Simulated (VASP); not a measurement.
# TbHgB4 (P1) in VASP: relaxation of cell and atoms with PBE

Aim: the relaxation of cell and atoms of TbHgB4 with PBE.

Program: VASP 6.6.1. These are calculated values, not measurements. Logs are shortened: lines on timing, memory, paths and dates and some standing lists are left out, and cuts for length are marked.

### 1 The cell of the first run

The typed cell holds 12 atoms: a = 3.274 Å, b = 5.447 Å, c = 8.137 Å, α = 88.72°, β = 89.74°, γ = 90.29°.

### 2 Relaxation of cell and atoms, PBE

File INCAR:

```
SYSTEM = TbHgB4
ALGO = Normal ; EDIFF = 1E-7
EDIFFG = -0.025 ; ENCUT = 500
GGA = PE ; GGA_COMPAT = .FALSE.
IBRION = 2 ; ISIF = 3
ISMEAR = 0 ; LASPH = .TRUE.
LCHARG = .FALSE. ; LMAXMIX = 6
LREAL = .FALSE. ; LWAVE = .FALSE.
NELM = 200 ; NELMIN = 4
NSW = 80 ; PREC = Accurate
SIGMA = 0.2
```

File KPOINTS:

```
k-points
0
G
  6 4 4
  0 0 0
```

File POSCAR:

```
TbHgB4
1.0
   -3.2736562080     -0.0076338740      0.0084249228
    0.0139775291     -0.0611210906     -5.4464532037
   -0.0187797026     -8.1363037020     -0.0906296576
Tb B Hg
2 8 2
Direct
    0.5210523503      0.4952241984     -0.0061531753
    0.5118969506      0.5042375812      0.5012413829
    1.0017956501      0.3506128386      0.7572354976
    1.0042484217      0.3243144444      0.2458800760
    0.4904168386      0.8377132038      0.7462260107
    0.4949440399      0.8318274901      0.2566452291
    0.4953062099      0.1552761293      0.7348644023
    0.4768809671      0.1674276499      0.2554618819
    0.9773499214      0.6719318609      0.7484109026
    1.0039920319      0.6671370227      0.2473700198
    1.0165358364      0.9941614363      0.0071340888
    1.0055807821      1.0001361445      0.5056836836
```

Potentials or basis: VASP PAW PBE potentials, release 64 (Tb_3, B, Hg), 4f in core.

On the command line:

```console
$ cat potpaw_PBE.64/Tb_3/POTCAR potpaw_PBE.64/B/POTCAR potpaw_PBE.64/Hg/POTCAR > POTCAR
$ mpirun -np 1 vasp_std > vasp.out
```

OUTCAR:

```text
SYSTEM = TbHgB4
   EDIFF = 1E-7
   EDIFFG = -0.025
   ENCUT = 500
   GGA = PE
   IBRION = 2
   ISIF = 3
   ISMEAR = 0
   LASPH = .TRUE.
   LREAL = .FALSE.
   NELM = 200
   NELMIN = 4
   NSW = 80
   PREC = Accurate

 ion  position               nearest neighbor table
   1  0.521  0.495  0.994-   3 2.62   9 2.65   3 2.70   5 2.72   4 2.74   8 2.75  10 2.78   4 2.79
                             9 2.84   7 2.84  10 2.84   6 2.85  11 3.16  11 3.18  11 3.18  11 3.19
   2  0.512  0.504  0.501-   6 2.64   7 2.66   9 2.70   5 2.73  10 2.74   8 2.75   3 2.75   3 2.78
                            10 2.79   4 2.82   9 2.83   4 2.85  12 3.14  12 3.18  12 3.19  12 3.20
   3  0.002  0.351  0.757-   9 1.75   7 1.95   7 1.98   1 2.62   1 2.70   2 2.75   2 2.78  11 2.78
                            12 2.83
   4  0.004  0.324  0.246-   8 1.77  10 1.87   8 1.92  11 2.68  12 2.72   1 2.74   1 2.79   2 2.82
                             2 2.85
   5  0.490  0.838  0.746-   7 1.73   9 1.84   9 1.90  12 2.66  12 2.71   1 2.72   2 2.73  11 2.78
                            11 2.88
   6  0.495  0.832  0.257-   8 1.83  10 1.84  10 1.90   2 2.64  11 2.71  12 2.75  11 2.77  12 2.80
                             1 2.85
   7  0.495  0.155  0.735-   5 1.73   3 1.95   3 1.98  12 2.62  12 2.65   2 2.66  11 2.83   1 2.84
                            11 2.92
   8  0.477  0.167  0.255-   4 1.77   6 1.83   4 1.92  12 2.69  11 2.71   2 2.75   1 2.75  12 2.82
                            11 2.86
   9  0.977  0.672  0.748-   3 1.75   5 1.84   5 1.90  12 2.64   1 2.65   2 2.70  11 2.77   2 2.83
                             1 2.84
  10  0.004  0.667  0.247-   6 1.84   4 1.87   6 1.90  11 2.62   2 2.74   1 2.78   2 2.79  12 2.81
                             1 2.84
  11  0.017  0.994  0.007-  10 2.62   4 2.68   6 2.71   8 2.71   6 2.77   9 2.77   5 2.78   3 2.78
                             7 2.83   8 2.86   5 2.88   7 2.92   1 3.16   1 3.18   1 3.18   1 3.19
  12  0.006  0.000  0.506-   7 2.62   9 2.64   7 2.65   5 2.66   8 2.69   5 2.71   4 2.72   6 2.75
                             6 2.80  10 2.81   8 2.82   3 2.83   2 3.14   2 3.18   2 3.19   2 3.20

  LATTYP: Found a triclinic cell.
 ALAT       =     8.4953453506
 B/A-ratio  =     0.3853493666
 C/A-ratio  =     1.1644345805
 COS(alpha) =     0.0009773092
 COS(beta)  =     0.3655682689
 COS(gamma) =     0.7674202837

  Lattice vectors:

 A1 = (   6.5333348869,   0.0763888386,   5.4296033581)
 A2 = (   3.2736562080,   0.0076338740,  -0.0084249228)
 A3 = (   0.0048021735,   8.1974247926,   5.5370828613)

Analysis of symmetry for initial positions (statically):
=====================================================================
 Subroutine PRICEL returns:
 Original cell was already a primitive cell.

 Routine SETGRP: Setting up the symmetry group for a
 triclinic supercell.

[... 165 lines left out ...]
   AEXX    =    0.0000 exact exchange contribution
   IVDW    =     0    specifies the selected vdW correction
   LEPSILON=     F    determine dielectric tensor
   LRPA    =     F    only Hartree local field effects (RPA)
 conjugate gradient relaxation of ions
 non-spin polarized calculation
 Gauss-broadening in eV      SIGMA  =   0.20
  energy-cutoff  :      500.00
  volume of cell :      145.05
 maximum number of plane-waves:      3714
   NGX = 11   NGY = 19   NGZ = 29

--------------------------------------- Ionic step        1  -------------------------------------------

 number of electron      66.0000000 magnetization

 Free energy of the ion-electron system (eV)
  ---------------------------------------------------
  ext. energy  EPLUGINS =         0.00000000
  ---------------------------------------------------
  free energy    TOTEN  =       -61.81736429 eV

  energy without entropy =      -61.75739948  energy(sigma->0) =      -61.78738188

------------------------ aborting loop because EDIFF is reached ----------------------------------------

  FORCE on cell =-STRESS in cart. coord.  units (eV):
  Direction    XX          YY          ZZ          XY          YZ          ZX
  --------------------------------------------------------------------------------------
  -------------------------------------------------------------------------------------
  Total       -1.8322690     -1.8604634     -2.2364493     -0.1714839     -0.3927533      1.0173602
  in kB      -20.2388285    -20.5502572    -24.7033134     -1.8941721     -4.3382642     11.2375309
  external PRESSURE =     -21.8307997 kB  Pullay stress =       0.0000000 kB
[... 119 lines left out ...]
  FREE ENERGIE OF THE ION-ELECTRON SYSTEM (eV)
  ---------------------------------------------------
  free  energy   TOTEN  =       -62.1266858813 eV

  energy  without entropy=      -62.0722003726  energy(sigma->0) =      -62.09944313

[... ionic steps 4 to 20 ...]

--------------------------------------- Ionic step       21  -------------------------------------------

 number of electron      66.0000006 magnetization

------------------------ aborting loop because EDIFF is reached ----------------------------------------
[... 87 lines left out ...]
--------------------------------------- Ionic step       23  -------------------------------------------

 number of electron      66.0000006 magnetization

 Free energy of the ion-electron system (eV)
  ---------------------------------------------------
  ext. energy  EPLUGINS =         0.00000000
  ---------------------------------------------------
  free energy    TOTEN  =       -62.32816925 eV

  energy without entropy =      -62.26835452  energy(sigma->0) =      -62.29826188

 E-fermi :   5.5148     XC(G=0): -11.8002

 val. band max:        5.5134746724   @ k =   0.0000   0.0000   0.0000
 cond. band min:       5.5212574740   @ k =   0.0000   0.2500   0.5000
 fundamental gap:      0.0077828016
 Fermi energy:         5.5147768913

 k-point     1 :       0.0000    0.0000    0.0000
  band No.  band energies     occupation
      1     -16.8144      2.00000
      2     -16.8017      2.00000
      3     -16.7594      2.00000
      4     -16.5850      2.00000
      5     -16.1748      2.00000
      6     -16.1585      2.00000
[... 1021 lines left out ...]
     39       8.1803      0.00000
     40       9.2835      0.00000

 [... further k-points ...]

------------------------ aborting loop because EDIFF is reached ----------------------------------------

  FORCE on cell =-STRESS in cart. coord.  units (eV):
  Direction    XX          YY          ZZ          XY          YZ          ZX
  --------------------------------------------------------------------------------------
  -------------------------------------------------------------------------------------
  Total       -0.0189046      0.0052363     -0.0117978     -0.0004197     -0.0399269     -0.0037339
  in kB       -0.2131925      0.0590509     -0.1330464     -0.0047326     -0.4502664     -0.0421079
  external PRESSURE =      -0.0957293 kB  Pullay stress =       0.0000000 kB
[... 27 lines left out ...]
  FREE ENERGIE OF THE ION-ELECTRON SYSTEM (eV)
  ---------------------------------------------------
  free  energy   TOTEN  =       -62.3281692523 eV

  energy  without entropy=      -62.2683545158  energy(sigma->0) =      -62.29826188

 reached required accuracy - stopping structural energy minimisation
```

OSZICAR:

```text
N       E                     dE             d eps       ncg     rms          rms(c)
DAV:   1     0.391036430035E+03    0.39104E+03   -0.30542E+04  4168   0.152E+03
DAV:   2    -0.339534596376E+02   -0.42499E+03   -0.41022E+03  4264   0.403E+02
DAV:   3    -0.701394637601E+02   -0.36186E+02   -0.34308E+02  5408   0.889E+01
[... 240 lines left out ...]
DAV:   4    -0.623281704451E+02    0.97334E-05   -0.15242E-05  5064   0.247E-02    0.806E-03
DAV:   5    -0.623281695839E+02    0.86118E-06   -0.39166E-06  5168   0.161E-02    0.551E-03
DAV:   6    -0.623281694094E+02    0.17451E-06   -0.49216E-07  4864   0.387E-03    0.310E-03
DAV:   7    -0.623281692612E+02    0.14821E-06   -0.94698E-08  2984   0.241E-03    0.479E-04
DAV:   8    -0.623281692523E+02    0.88676E-08   -0.16741E-08  2848   0.791E-04
  23 F= -.62328169E+02 E0= -.62298262E+02  d E =-.242285E-03
```

It took 27 min on 1 thread of Intel Xeon 6975P-C (Granite Rapids), shared host; peak memory 0.42 GiB.

What came out:

| Property | Result |
| --- | --- |
| Free energy | -62.3282 eV |
| Relaxed volume | 11.84 Å³/atom |
| Relaxed cell | a = 3.261 Å, b = 5.401 Å, c = 8.160 Å, α = 81.36°, β = 90.00°, γ = 90.00° |
| Space group after relaxing (to 0.1 Å) | P2/m (No. 10) |
| Energy gained by relaxing | 42.6 meV/atom |
| Ionic steps | 23 |
| Pressure after relaxing | 0.0 GPa |
| Largest force after relaxing | 0.018 eV/Å |
| Band gap on the k mesh | zero (bands 33 and 34 overlap by 1.90 eV) |

Forces on the atoms (eV/Å):
```
Tb   0.002 -0.005 -0.001
Tb   0.000 -0.006 -0.007
B   -0.003 -0.001  0.000
B    0.008  0.010  0.005
B    0.007  0.001  0.006
B   -0.006 -0.003  0.001
B    0.001  0.004  0.003
B    0.002  0.017 -0.005
B    0.008 -0.014 -0.002
B    0.002 -0.003  0.004
Hg  -0.011  0.001  0.004
Hg  -0.009 -0.001 -0.009
```

Step by step:
| step | energy change (eV) | largest force (eV/Å) | pressure (GPa) | volume (Å³) |
| --- | --- | --- | --- | --- |
| 1 | 0.0000 | 1.4471 | -2.18 | 145.05 |
| 2 | -0.2884 | 0.7455 | 0.94 | 141.62 |
| 3 | -0.3093 | 0.5403 | 2.25 | 140.43 |
| 4 | -0.3535 | 0.2805 | -1.15 | 143.19 |
| 5 | -0.3546 | 0.2843 | -0.70 | 142.81 |
| 6 | -0.3673 | 0.1529 | -0.08 | 142.19 |
| 7 | -0.3693 | 0.1599 | 0.29 | 141.84 |
| 8 | -0.3768 | 0.1463 | 0.04 | 142.04 |
| 9 | -0.3823 | 0.2481 | -0.44 | 142.44 |
| 10 | -0.3862 | 0.2519 | -0.40 | 142.39 |
| 11 | -0.3975 | 0.2802 | -0.25 | 142.22 |
| 12 | -0.4136 | 0.3963 | 0.13 | 141.84 |
| 13 | -0.4326 | 0.3488 | 0.10 | 141.83 |
| 14 | -0.4625 | 0.3903 | 0.20 | 141.74 |
| 15 | -0.4859 | 0.2665 | -0.02 | 141.97 |
| 16 | -0.4988 | 0.1627 | -0.25 | 142.30 |
| 17 | -0.5065 | 0.1065 | 0.20 | 141.94 |
| 18 | -0.5073 | 0.0840 | 0.42 | 141.77 |
| 19 | -0.5094 | 0.0567 | -0.28 | 142.37 |
| 20 | -0.5094 | 0.0573 | -0.25 | 142.34 |
| 21 | -0.5104 | 0.0314 | -0.05 | 142.12 |
| 22 | -0.5106 | 0.0297 | 0.06 | 142.01 |
| 23 | -0.5108 | 0.0183 | -0.01 | 142.07 |

Final structure:
```
Tb B Hg
1.0
    -3.26077    0.00000    0.00005
    -0.00020   -0.41285   -5.38484
    -0.00007   -8.13767   -0.60587
Tb B Hg
2 8 2
Direct
  0.50027 0.50036 0.99991
  0.50017 0.49921 0.49994
  0.00050 0.33068 0.76019
  0.00059 0.33079 0.26032
  0.50084 0.84130 0.73676
  0.49966 0.84127 0.23699
  0.50034 0.15892 0.76325
  0.50031 0.15904 0.26333
  0.00094 0.66941 0.73961
  0.00027 0.66964 0.23990
  0.99798 0.00049 0.00015
  0.99813 0.99889 0.49965
```

Caveat: spin-orbit coupling is left out, which moves the levels of the heavy elements; the 4f electrons are frozen in the core, so they carry no moment and show no levels.
